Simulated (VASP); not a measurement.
A run of VASP 6.6.1 is set up as follows.

Contents of INCAR:

```
SYSTEM = Rh
PREC = Accurate
ENCUT = 600
EDIFF = 1E-6
ISMEAR = 0
SIGMA = 0.05
LREAL = .False.
LASPH = .True.
NELM = 80
ALGO = Normal
ISIF = 3
LWAVE = .False.
LCHARG = .False.
GGA = PS
IBRION = 2
NSW = 80
EDIFFG = -0.03
```

Contents of KPOINTS:

```
regular mesh
0
Gamma
  19 19 19
  0 0 0
```

Contents of POSCAR:

```
Rh
1.0
    2.4700000000      0.0000000000      0.0000000000
    0.0000000000      2.4700000000      0.0000000000
    0.0000000000      0.0000000000      2.4700000000
Rh
1
Direct
    0.0000000000      0.0000000000      0.0000000000
```

Potentials or basis: VASP PAW PBE potentials, release 64 (Rh_pv).

Run with:

```sh
$ cat potpaw_PBE.64/Rh_pv/POTCAR > POTCAR
$ mpirun -np 1 vasp_std > vasp.out
```

Problem. Predict the relaxed volume.

Solution. 15.61 Å³/atom.

Problem. What does it give for the relaxed cell?

Solution. a = 2.499 Å, b = 2.499 Å, c = 2.499 Å, α = 90.00°, β = 90.00°, γ = 90.00°.

The path:
| step | energy change (eV) | largest force (eV/Å) | pressure (GPa) | volume (Å³) |
| --- | --- | --- | --- | --- |
| 1 | 0.0000 | 0.0000 | 8.06 | 15.07 |
| 2 | 0.0394 | 0.0000 | -13.20 | 16.78 |
| 3 | -0.0128 | 0.0000 | -0.17 | 15.61 |

Caveat: the PAW data sets were made with another functional, which shifts forces and pressure a little.
